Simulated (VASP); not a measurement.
# Pb (Pm-3m) in VASP: further runs, part 2 of 2

VASP 6.6.1. Earlier steps stand in the parts before.

## 4. Relaxation of cell and atoms, PBE

INCAR reads:

```
SYSTEM = Pb
ALGO     = Normal         ! electronic algorithm
EDIFF    = 1E-6           ! SCF threshold, eV
EDIFFG   = -0.04          ! ionic threshold
ENCUT    = 600            ! plane-wave cutoff, eV
GGA      = PE             ! functional
IBRION   = 2              ! ionic algorithm
ISIF     = 3              ! what is computed and relaxed
ISMEAR   = 0              ! smearing method
LASPH    = .True.         ! aspherical terms in the spheres
LCHARG   = .False.        ! write CHGCAR
LREAL    = .False.        ! projectors in reciprocal space
LWAVE    = .False.        ! write WAVECAR
NELM     = 100            ! most SCF steps
NSW      = 90             ! ionic steps
PREC     = Accurate       ! precision mode
SIGMA    = 0.1            ! smearing width, eV
```

KPOINTS reads:

```
k-points
0
Gamma
  4 4 4
  0 0 0
```

POSCAR reads:

```
Pb
1.0
    4.6133336300      0.0000000000      0.0000000000
    0.0000000000      4.6133336300      0.0000000000
    0.0000000000      0.0000000000      4.6133336300
Pb
3
Direct
    0.5000000000      0.0000000000      0.0000000000
    0.0000000000      0.5000000000      0.0000000000
    0.0000000000      0.0000000000      0.5000000000
```

Potentials or basis: VASP PAW PBE potentials, release 64 (Pb_d).

Command:

```bash
$ cat potpaw_PBE.64/Pb_d/POTCAR > POTCAR
$ mpirun -np 1 vasp_std > vasp.out
```

OUTCAR:

```text
SYSTEM = Pb
   EDIFF = 1E-6
   EDIFFG = -0.04
   ENCUT = 600
   GGA = PE
   IBRION = 2
   ISIF = 3
   ISMEAR = 0
   LASPH = .True.
   LREAL = .False.
   NELM = 100
   NSW = 90
   PREC = Accurate

 ion  position               nearest neighbor table
   1  0.500  0.000  0.000-   2 3.26   3 3.26   3 3.26   2 3.26   2 3.26   3 3.26   3 3.26   2 3.26

   2  0.000  0.500  0.000-   1 3.26   3 3.26   3 3.26   1 3.26   3 3.26   3 3.26   1 3.26   1 3.26

   3  0.000  0.000  0.500-   1 3.26   2 3.26   1 3.26   2 3.26   2 3.26   2 3.26   1 3.26   1 3.26

  LATTYP: Found a simple cubic cell.
 ALAT       =     4.6133336300

  Lattice vectors:

 A1 = (   4.6133336300,   0.0000000000,   0.0000000000)
[... 172 lines left out ...]
  --------------------------------------------------------------------------------------
  -------------------------------------------------------------------------------------
  Total        2.4998446      2.4998446      2.4998446     -0.0000000     -0.0000000     -0.0000000
  in kB       40.7923755     40.7923755     40.7923755     -0.0000000     -0.0000000     -0.0000000
  external PRESSURE =      40.7923755 kB  Pullay stress =       0.0000000 kB
[... 61 lines left out ...]
--------------------------------------- Ionic step        3  -------------------------------------------

 number of electron      42.0000010 magnetization

 Free energy of the ion-electron system (eV)
  ---------------------------------------------------
  ext. energy  EPLUGINS =         0.00000000
  ---------------------------------------------------
  free energy    TOTEN  =       -10.36042746 eV

  energy without entropy =      -10.34024788  energy(sigma->0) =      -10.35033767

 E-fermi :   5.3344     XC(G=0):  -9.2003

 val. band max:        5.3216632755   @ k =   0.2500   0.2500   0.0000
 cond. band min:       5.3625784072   @ k =   0.5000   0.2500   0.2500
 fundamental gap:      0.0409151317
 Fermi energy:         5.3344059781

 k-point     1 :       0.0000    0.0000    0.0000
  band No.  band energies     occupation
      1     -11.7383      2.00000
      2     -11.7383      2.00000
      3     -11.7383      2.00000
      4     -11.6951      2.00000
      5     -11.5846      2.00000
      6     -11.5846      2.00000
[... 299 lines left out ...]
  FREE ENERGIE OF THE ION-ELECTRON SYSTEM (eV)
  ---------------------------------------------------
  free  energy   TOTEN  =       -10.3604274610 eV

  energy  without entropy=      -10.3402478811  energy(sigma->0) =      -10.35033767

 reached required accuracy - stopping structural energy minimisation
```

OSZICAR:

```text
N       E                     dE             d eps       ncg     rms          rms(c)
DAV:   1     0.488399898526E+03    0.48840E+03   -0.23295E+04   500   0.222E+03
DAV:   2     0.304567101355E+02   -0.45794E+03   -0.45394E+03   500   0.515E+02
DAV:   3    -0.901200374451E+01   -0.39469E+02   -0.39116E+02   637   0.194E+02
[... 26 lines left out ...]
DAV:   4    -0.103602219102E+02   -0.51666E-04   -0.48244E-03   525   0.541E-01    0.385E-02
DAV:   5    -0.103603316760E+02   -0.10977E-03   -0.41985E-04   669   0.157E-01    0.318E-02
DAV:   6    -0.103604241814E+02   -0.92505E-04   -0.86474E-05   541   0.610E-02    0.949E-03
DAV:   7    -0.103604283691E+02   -0.41877E-05   -0.14680E-05   586   0.400E-02    0.430E-03
DAV:   8    -0.103604274610E+02    0.90812E-06   -0.44961E-06   442   0.165E-02
   3 F= -.10360427E+02 E0= -.10350338E+02  d E =-.110568E+00
```

Run time: 28 s. Hardware: 1 thread of Intel Xeon 6975P-C (Granite Rapids), shared host; peak memory 0.25 GiB.

Results:

```
Free energy                            : -10.3604 eV
Relaxed volume                         : 35.89 Å³/atom
Relaxed cell                           : a = 4.757 Å, b = 4.757 Å, c = 4.757 Å, α = 90.00°, β = 90.00°, γ = 90.00°
Space group after relaxing (to 0.05 Å) : Pm-3m (No. 221)
Energy gained by relaxing              : 36.9 meV/atom
Ionic steps                            : 3
Pressure after relaxing                : 0.0 GPa
Band gap on the k mesh                 : zero (band 21 reaches 6.32 eV, above the bottom of band 22 at 2.80 eV)
```

Step by step:
```
step  energy change (eV)  largest force (eV/Å)  pressure (GPa)  volume (Å³)
   1              0.0000                0.0000            4.08        98.18
   2             -0.1029                0.0000           -0.84       110.51
   3             -0.1106                0.0000            0.01       107.66
```

Final structure:
```xyz
3
Lattice="4.7572 0.0000 0.0000 0.0000 4.7572 0.0000 0.0000 0.0000 4.7572" Properties=species:S:1:pos:R:3 pbc="T T T"
Pb    2.3786    0.0000    0.0000
Pb    0.0000    2.3786    0.0000
Pb    0.0000    0.0000    2.3786
```

Levels at points of the mesh, in eV from the Fermi level:
```
           k point  band 19  band 20  band 21  band 22  band 23  band 24
(0.00, 0.00, 0.00)    -2.14    -2.14    -2.14     3.00     3.20     3.20
(0.50, 0.00, 0.00)    -0.93    -0.93     0.76     1.04     1.04     1.28
(0.50, 0.50, 0.00)    -2.87    -0.62     0.99     1.36     1.36     1.43
(0.50, 0.50, 0.50)    -4.35    -2.54    -2.54    -2.54     2.84     6.69
```

Caveat: spin-orbit coupling is left out, which moves the levels of the heavy elements.

## 5. Overview

| task | cell | cutoff (eV) | gap on the mesh (eV) | pressure (GPa) |
| --- | --- | --- | --- | --- |
| single point | a = 4.613 Å, 3 atoms | 520 | none | 4.0 |
| single point | a = 4.767 Å, 3 atoms | 520 | none | -0.2 |
| relaxation of cell and atoms | relaxed from a = 4.613 Å, 3 atoms | 600 | none | 0.0 |

Alike in all rows: level PBE; potentials or basis VASP PAW PBE potentials, release 64 (Pb_d); no spin polarisation; k mesh 4 × 4 × 4; smearing gaussian 0.1 eV.

Caveats: spin-orbit coupling is left out, which moves the levels of the heavy elements.

Total energies depend on the potentials used, so only differences within one code and one set of settings carry meaning.
